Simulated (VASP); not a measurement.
Wanted: the native input for a VASP 6.6.1 run.

| Quantity | Value |
| --- | --- |
| Task | single point |
| Functional | PBEsol |
| Potentials or basis | VASP PAW PBE potentials, release 64 (B, P) |
| Cutoff | 500 eV |
| k mesh | 10 × 10 × 10 |
| Occupations | gaussian, width 0.02 eV |
| Spin | no spin polarisation |
| Dipole correction | no |
| Further INCAR settings | ALGO = Normal; EDIFF = 1e-06; NBANDS = 11 |

The structure of BP (pbesol) lies in POSCAR:

```
BP
1.0
    0.0000000000      2.2600863151      2.2600863151
    2.2600863151      0.0000000000      2.2600863151
    2.2600863151      2.2600863151      0.0000000000
B P
1 1
Direct
    0.0000000000      0.0000000000      0.0000000000
    0.2500000000      0.2500000000      0.2500000000
```

The input as run:

INCAR

```
PREC = Accurate
ENCUT = 500
EDIFF = 1E-6
ISMEAR = 0
SIGMA = 0.02
LREAL = False
LASPH = True
NELM = 120
ALGO = Normal
ISIF = 2
LWAVE = False
LCHARG = False
GGA = PS
NBANDS = 11
GGA_COMPAT = False
```

KPOINTS

```
regular mesh
0
Gamma
  10 10 10
```

Potentials or basis: VASP PAW PBE potentials, release 64 (B, P).

Command:

```bash
$ cat potpaw_PBE.64/B/POTCAR potpaw_PBE.64/P/POTCAR > POTCAR
$ mpirun -np 1 vasp_std > vasp.out
```

Results of the run:

The pressure is 0.1 GPa. The band gap on the k mesh is 1.12 eV, indirect (least direct gap 3.37 eV).

Caveat: the PAW data sets were made with another functional, which shifts forces and pressure a little.

Wall time 7.2 s on 1 thread of Intel Xeon 6975P-C, on a shared host, peak memory 0.13 GiB.
